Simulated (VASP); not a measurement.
# PtS2 (P-3m1) in VASP: further runs

The runs below take PtS2 through single point, with LDA.

Everything below comes from runs of VASP 6.6.1. Logs are shortened: lines on timing, memory, paths and dates and some standing lists are left out, and cuts for length are marked.

## Step 1: The cell of the first run

Symmetry: P-3m1, No. 164, trigonal system. Conventional cell: a = 3.563 Å, b = 3.563 Å, c = 4.519 Å, α = 90.00°, β = 90.00°, γ = 120.00°. Pt (site symmetry -3m) has 6 S at 2.38 Å within 3.1 Å. S (site symmetry 3m) has 3 Pt at 2.38 Å and 3 S at 2.97 Å within 3.1 Å.

## Step 2: Single point, LDA

INCAR

```
  ALGO = Normal
  EDIFF = 1E-6
  ENCUT = 520
  GGA = CA
  ISIF = 2
  ISMEAR = -1
  LASPH = True
  LCHARG = False
  LREAL = False
  LWAVE = False
  NBANDS = 18
  NELM = 60
  PREC = Accurate
  SIGMA = 0.1
```

KPOINTS

```
k-points
0
Gamma
  10 10 6
```

POSCAR

```
PtS2
1.0
    3.5630800316      0.0000000000      0.0000000000
   -1.7815400158      3.0857178231      0.0000000000
    0.0000000000      0.0000000000      4.5192234423
Pt S
1 2
Direct
    0.0000000000      0.0000000000      0.0000000000
    0.3333333333      0.6666666667      0.2626984838
    0.6666666667      0.3333333333      0.7373015162
```

Potentials or basis: VASP PAW LDA potentials, release 64 (Pt, S).

Run with:

```console
$ cat potpaw_LDA.64/Pt/POTCAR potpaw_LDA.64/S/POTCAR > POTCAR
$ mpirun -np 1 vasp_std > vasp.out
```

OUTCAR:

```text
EDIFF = 1E-6
   ENCUT = 520
   GGA = CA
   ISIF = 2
   ISMEAR = -1
   LASPH = True
   LREAL = False
   NELM = 60
   PREC = Accurate

 ion  position               nearest neighbor table
   1  0.000  0.000  0.000-   2 2.38   3 2.38   3 2.38   2 2.38   3 2.38   2 2.38
   2  0.333  0.667  0.263-   1 2.38   1 2.38   1 2.38
   3  0.667  0.333  0.737-   1 2.38   1 2.38   1 2.38

  LATTYP: Found a hexagonal cell.
 ALAT       =     3.5630800316
 C/A-ratio  =     1.2683474416

  Lattice vectors:

 A1 = (   3.5630800316,   0.0000000000,   0.0000000000)
 A2 = (  -1.7815400158,   3.0857178231,   0.0000000000)
 A3 = (   0.0000000000,   0.0000000000,   4.5192234423)

Analysis of symmetry for initial positions (statically):
=====================================================================
 Subroutine PRICEL returns:
 Original cell was already a primitive cell.

 Routine SETGRP: Setting up the symmetry group for a
 hexagonal supercell.

 Subroutine GETGRP returns: Found 12 space group operations
 (whereof 12 operations were pure point group operations)
 out of a pool of 24 trial point group operations.

The static configuration has the point symmetry D_3d.

Analysis of symmetry for dynamics (positions and initial velocities):
=====================================================================
 Subroutine PRICEL returns:
 Original cell was already a primitive cell.

 Routine SETGRP: Setting up the symmetry group for a
 hexagonal supercell.

 Subroutine GETGRP returns: Found 12 space group operations
 (whereof 12 operations were pure point group operations)
 out of a pool of 24 trial point group operations.

The dynamic configuration has the point symmetry D_3d.

 Subroutine INISYM returns: Found 12 space group operations
 (whereof 12 operations are pure point group operations),
 and found     1 'primitive' translations

----------------------------------------------------------------------------------------

                                     Primitive cell

  volume of cell :      49.6873

  direct lattice vectors                    reciprocal lattice vectors
     3.563080032  0.000000000  0.000000000     0.280656059  0.162036851  0.000000000
    -1.781540016  3.085717823  0.000000000     0.000000000  0.324073703  0.000000000
     0.000000000  0.000000000  4.519223442     0.000000000  0.000000000  0.221276954

  length of vectors
     3.563080032  3.563080032  4.519223442     0.324073703  0.324073703  0.221276954

[... 70 lines left out ...]
   NGX,Y,Z   is equivalent  to a cutoff of  13.06, 13.06, 13.24 a.u.
   NGXF,Y,Z  is equivalent  to a cutoff of  26.13, 26.13, 26.49 a.u.
 SYSTEM =  unknown system
   PREC   = accura    normal or accurate (medium, high low for compatibility)
   ISTART =      0    job   : 0-new  1-cont  2-samecut
   ICHARG =      2    charge: 1-file 2-atom 10-const
   ISPIN  =      1    spin polarized calculation?
   LNONCOLLINEAR =      F non collinear calculations
   LSORBIT =      F    spin-orbit coupling
   LASPH  =      T    aspherical Exc in radial PAW
   ENCUT  =  520.0 eV  38.22 Ry    6.18 a.u.   6.62  6.62  8.40*2*pi/ulx,y,z
   NELM   =     60;   NELMIN=  2; NELMDL= -5     # of ELM steps
   EDIFF  = 0.1E-05   stopping-criterion for ELM
   LREAL  =      F    real-space projection
[... 7 lines left out ...]
   TEBEG  =    0.0;   TEEND  =   0.0 temperature during run
   PSTRESS=    0.0 pullay stress
   NELECT =      22.0000    total number of electrons
   NUPDOWN=      -1.0000    fix difference up-down
   EMIN   =  10.00;   EMAX   =-10.00  energy-range for DOS
   EFERMI =   0.00;   METHOD = LEGACY
   ISMEAR =    -1;   SIGMA  =   0.10  broadening in eV -4-tet -1-fermi 0-gaus
   EFERMI_NEDOS =   21; number of points for ismear=-14 and -15
   IALGO  =     38    algorithm
   IMIX   =      4    mixing-type and parameters
     AMIX     =   0.40;   BMIX     =  1.00
     AMIX_MAG =   1.60;   BMIX_MAG =  1.00
  volume/ion in A,a.u.               =      16.56       111.77
  Fermi-wavevector in a.u.,A,eV,Ry     =   1.247768  2.357940 21.183252  1.556925
  Thomas-Fermi vector in A             =   2.381885
   LORBIT       =      0    0 simple, 1 ext, 2 COOP (PROOUT), +10 PAW based schemes
   GGA     = CA    functional components
   LHFCALC =     F    Hartree Fock is set to
   AEXX    =    0.0000 exact exchange contribution
   IVDW    =     0    specifies the selected vdW correction
   LEPSILON=     F    determine dielectric tensor
   LRPA    =     F    only Hartree local field effects (RPA)
 non-spin polarized calculation
  energy-cutoff  :      520.00
  volume of cell :       49.69
 maximum number of plane-waves:      1397
 NGX is ok and might be reduce to    28
   NGX = 13   NGY = 13   NGZ = 17

 number of electron      22.0000000 magnetization

 Free energy of the ion-electron system (eV)
  ---------------------------------------------------
  ext. energy  EPLUGINS =         0.00000000
  ---------------------------------------------------
  free energy    TOTEN  =       -18.21888393 eV

  energy without entropy =      -18.20714081  energy(sigma->0) =      -18.21301237

 E-fermi :   8.3580     XC(G=0): -11.5541

 val. band max:        8.3323522493   @ k =   0.0000   0.1000   0.1667
 cond. band min:       8.5062525361   @ k =   0.2000   0.1000   0.5000
 fundamental gap:      0.1739002868
 Fermi energy:         8.3579978203

 k-point     1 :       0.0000    0.0000    0.0000
  band No.  band energies     occupation
      1      -7.8029      2.00000
      2      -3.9498      2.00000
      3       0.5136      2.00000
      4       1.0853      2.00000
      5       1.0853      2.00000
      6       4.0679      2.00000
[... 481 lines left out ...]
      5       2.1961      2.00000
      6       3.8731      2.00000
[... 10 lines left out ...]
     17      17.4466      0.00000
     18      18.7909      0.00000

 [... further k-points ...]
[... 5 lines left out ...]
  --------------------------------------------------------------------------------------
  -------------------------------------------------------------------------------------
  Total       -0.0039879     -0.0039879      0.0039780      0.0000000      0.0000000      0.0000000
  in kB       -0.1285908     -0.1285908      0.1282698      0.0000000      0.0000000      0.0000000
  external PRESSURE =      -0.0429706 kB  Pullay stress =       0.0000000 kB

 VOLUME and BASIS-vectors are now :
 -----------------------------------------------------------------------------
  energy-cutoff  :      520.00
  volume of cell :       49.69
      direct lattice vectors                 reciprocal lattice vectors
     3.563080032  0.000000000  0.000000000     0.280656059  0.162036851  0.000000000
    -1.781540016  3.085717823  0.000000000     0.000000000  0.324073703  0.000000000
     0.000000000  0.000000000  4.519223442     0.000000000  0.000000000  0.221276954

 POSITION                                       TOTAL-FORCE (eV/Angst)
 -----------------------------------------------------------------------------------
      0.00000      0.00000      0.00000         0.000000      0.000000     -0.000000
     -0.00000      2.05715      1.18719        -0.000000      0.000000     -0.001634
      1.78154      1.02857      3.33203         0.000000     -0.000000      0.001634
 -----------------------------------------------------------------------------------
    total drift:                                0.000000     -0.000000     -0.000000

  FREE ENERGIE OF THE ION-ELECTRON SYSTEM (eV)
  ---------------------------------------------------
  free  energy   TOTEN  =       -18.2188839326 eV

  energy  without entropy=      -18.2071408150  energy(sigma->0) =      -18.21301237
```

OSZICAR:

```text
N       E                     dE             d eps       ncg     rms          rms(c)
DAV:   1     0.106167791418E+03    0.10617E+03   -0.10481E+04  2624   0.110E+03
DAV:   2    -0.142928370576E+02   -0.12046E+03   -0.11648E+03  3126   0.221E+02
DAV:   3    -0.194625138825E+02   -0.51697E+01   -0.51284E+01  3244   0.460E+01
DAV:   4    -0.195143733534E+02   -0.51859E-01   -0.51831E-01  3430   0.511E+00
DAV:   5    -0.195149898676E+02   -0.61651E-03   -0.61648E-03  3306   0.550E-01    0.190E+01
DAV:   6    -0.185078071639E+02    0.10072E+01   -0.60543E+00  2704   0.233E+01    0.126E+01
DAV:   7    -0.182564453321E+02    0.25136E+00   -0.11881E+00  2676   0.109E+01    0.596E+00
DAV:   8    -0.182221417888E+02    0.34304E-01   -0.67411E-02  2890   0.193E+00    0.117E+00
DAV:   9    -0.182188748837E+02    0.32669E-02   -0.71244E-03  3010   0.796E-01    0.233E-01
DAV:  10    -0.182188822460E+02   -0.73623E-05   -0.10106E-03  2988   0.210E-01    0.923E-02
DAV:  11    -0.182188852626E+02   -0.30166E-05   -0.41743E-05  3396   0.612E-02    0.345E-02
DAV:  12    -0.182188840370E+02    0.12256E-05   -0.70786E-06  2990   0.261E-02    0.556E-03
DAV:  13    -0.182188839326E+02    0.10440E-06   -0.49048E-07  1598   0.500E-03
   1 F= -.18218884E+02 E0= -.18213012E+02  d E =-.117431E-01
```

stdout:

```text
POSCAR found type information on POSCAR PtS
 POSCAR found :  2 types and       3 ions
 scaLAPACK will be used
 LDA part: xc-table for (Slater(with rela. corr.)+CA(PZ))
 , standard interpolation
 POSCAR, INCAR and KPOINTS ok, starting setup
 FFT: planning ... GRIDC
 FFT: planning ... GRID_SOFT
 FFT: planning ... GRID
 WAVECAR not read
 entering main loop
```

It took 49 s on 1 thread of AMD EPYC 7R43 (Zen 3), shared host; peak memory 0.16 GiB.

Results:

| Quantity | Value |
| --- | --- |
| Free energy | -18.2189 eV |
| Pressure | 0.0 GPa |
| Band gap on the k mesh | zero (band 11 reaches 8.66 eV, above the bottom of band 12 at 8.51 eV) |

Levels at points of the mesh, in eV from the Fermi level:
```csv
k point,band 7,band 8,band 9,band 10,band 11,band 12,band 13,band 14,band 15,band 16
"(0.00, 0.00, 0.00)",-4.29,-2.41,-1.54,-1.54,0.30,1.14,1.14,3.30,5.17,7.32
"(0.50, 0.00, 0.00)",-4.22,-4.12,-3.62,-3.54,-2.94,0.79,2.57,5.45,6.39,7.16
"(0.00, 0.00, 0.50)",-4.37,-3.32,-2.18,-2.18,-1.39,2.48,2.48,5.35,6.73,6.73
"(0.50, 0.00, 0.50)",-3.66,-3.65,-3.24,-3.16,-1.38,0.74,1.77,4.74,5.41,7.84
```

Caveat: spin-orbit coupling is left out, which moves the levels of the heavy elements.

## Step 3: Single point, LDA

This run uses another cell than the first one, of 16.61 Å³/atom, 1.003 times its volume.

INCAR

```
SYSTEM = PtS2
PREC = Accurate
ENCUT = 520
EDIFF = 1E-6
ISMEAR = 0
SIGMA = 0.025
LREAL = .False.
LASPH = .True.
NELM = 60
ALGO = Normal
ISIF = 2
LWAVE = .False.
LCHARG = .False.
GGA = CA
NBANDS = 18
```

KPOINTS

```
regular mesh
0
Gamma
  10 10 6
  0 0 0
```

POSCAR

```
PtS2
1.0
    3.5618349500      0.0000000000      0.0000000000
   -1.7809174750      3.0846395508      0.0000000000
    0.0000000000      0.0000000000      4.5341745065
Pt S
1 2
Direct
    0.0000000000      0.0000000000      0.0000000000
    0.3333333333      0.6666666667      0.2619002982
    0.6666666667      0.3333333333      0.7380997018
```

Potentials or basis: VASP PAW LDA potentials, release 64 (Pt, S).

Run with:

```console
$ cat potpaw_LDA.64/Pt/POTCAR potpaw_LDA.64/S/POTCAR > POTCAR
$ mpirun -np 1 vasp_std > vasp.out
```

Run time: 45 s. Hardware: 1 thread of AMD EPYC 7R43 (Zen 3), shared host; peak memory 0.16 GiB.

It converged, with:

```
Free energy            : -18.2144 eV
Pressure               : 0.0 GPa
Band gap on the k mesh : zero (band 11 reaches 8.61 eV, above the bottom of band 12 at 8.48 eV)
```

Forces in eV/Å, atoms in the order of the input:
```
Pt   0.000  0.000  0.000
S    0.000  0.000 -0.003
S    0.000  0.000  0.003
```

Levels at points of the mesh, in eV from the Fermi level:
```tsv
k point	band 8	band 9	band 10	band 11	band 12	band 13	band 14	band 15
(0.00, 0.00, 0.00)	-2.55	-1.67	-1.67	0.15	1.04	1.04	3.20	5.04
(0.50, 0.00, 0.00)	-4.27	-3.76	-3.68	-3.07	0.67	2.42	5.30	6.24
(0.00, 0.00, 0.50)	-3.45	-2.30	-2.30	-1.52	2.34	2.34	5.20	6.61
(0.50, 0.00, 0.50)	-3.80	-3.38	-3.30	-1.51	0.62	1.64	4.60	5.25
```

Caveat: spin-orbit coupling is left out, which moves the levels of the heavy elements.
